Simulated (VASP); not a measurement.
Runs of VASP 6.6.1 on Ta. The structure is that of space group P6_3/mmc (No. 194), or close to it. The cells are those of the table. This isn't the form of Ta at room conditions, which is bcc.

```tsv
level	potentials or basis	cell	k mesh	cutoff (eV)	grid for exact exchange (PRECFOCK)	share of exact exchange	screening parameter	gap on the mesh (eV)	pressure (GPa)
r2SCAN	VASP PAW PBE potentials, release 64 (Ta_pv)	a = 2.772, b = 2.772, c = 4.921 Å, angles 90.0, 90.0, 120.0°, 2 atoms	11 × 11 × 5	520	-	-	-	none	30.9
r2SCAN	VASP PAW PBE potentials, release 64 (Ta_sv_GW)	a = 2.939, b = 2.939, c = 5.234 Å, angles 90.0, 90.0, 120.0°, 2 atoms	11 × 11 × 5	550	-	-	-	none	(b)
HSE06	VASP PAW PBE potentials, release 64 (Ta_pv)	a = 2.861, b = 2.861, c = 5.096 Å, angles 90.0, 90.0, 120.0°, 2 atoms	6 × 6 × 4	520	Normal	0.25	0.2079 1/Å	none	3.9
LDA	VASP PAW LDA potentials, release 64 (Ta_sv_GW)	a = 2.900, b = 2.900, c = 5.166 Å, angles 90.0, 90.0, 120.0°, 2 atoms	11 × 11 × 5	500	-	-	-	none	-12.4
BLYP+D3(BJ)	VASP PAW PBE potentials, release 64 (Ta_sv_GW)	a = 2.851, b = 2.851, c = 5.099 Å, angles 90.0, 90.0, 120.0°, 2 atoms	11 × 11 × 5	500	-	-	-	none	(a)
r2SCAN	VASP PAW PBE potentials, release 64 (Ta_pv)	a = 2.836, b = 2.836, c = 5.063 Å, angles 90.0, 90.0, 120.0°, 2 atoms	11 × 11 × 5	520	-	-	-	none	10.7
PBE0	VASP PAW PBE potentials, release 64 (Ta_pv)	a = 2.841, b = 2.841, c = 5.061 Å, angles 90.0, 90.0, 120.0°, 2 atoms	6 × 6 × 4	520	Normal	0.25	-	none	7.3
```

Alike in all rows: task single point; no spin polarisation; smearing fermi-dirac 0.05 eV.

Q: Estimate the missing entries.

A: (a) -0.4; (b) -11.2.

Caveats: some runs use coarse meshes; spin-orbit coupling is left out, which moves the levels of the heavy elements; the PAW data sets were made with another functional, which shifts forces and pressure a little (at least some runs); the cell stands under pressure (at least some runs); the cell stands under tension (at least some runs); the dispersion term is far too large for a dense solid, which distorts pressure and volume (at least some runs).

A k mesh can miss the band edges, and the runs leave out spin-orbit coupling on Ta.

A gap of «none» marks levels without a gap at the run's occupations.

The runs don't all hold the same shells in valence.
